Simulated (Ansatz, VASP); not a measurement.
# Two plane-wave programs on Te

```
CELL_PARAMETERS angstrom
4.63249 0.00000 0.00000
-2.31624 4.01185 0.00000
0.00000 0.00000 5.88690
ATOMIC_POSITIONS crystal
Te 0.25359 0.00000 0.33333
Te 0.00000 0.25359 0.66667
Te 0.74641 0.74641 0.00000
```

Alike in both runs: task single point; functional r2SCAN; k mesh 8 × 8 × 6; occupations fermi-dirac, width 0.05 eV; no spin polarisation.

```csv
,VASP,Ansatz
version,VASP 6.6.1,Ansatz 0.2.0
potentials or method,"VASP PAW PBE potentials, release 64 (Te), cutoff 520 eV","plane waves (800 eV) with PAW, scalar-relativistic"
valence electrons in the cell,18,48
```

```csv
,VASP,Ansatz,Ansatz less VASP
pressure (GPa),0.0,0.0,-0.04
"traceless stress, the component that is largest in VASP (GPa)",0.10,0.07,-0.033
```

VASP's potentials were made for PBE, not for r2SCAN. The functional is the same, so the differences come from potentials, cutoffs and numerics. VASP's potentials hold 18 valence electrons a cell and Ansatz's 48, so a difference there can come from the potentials and not from the codes.

Neither program's run includes spin-orbit coupling.
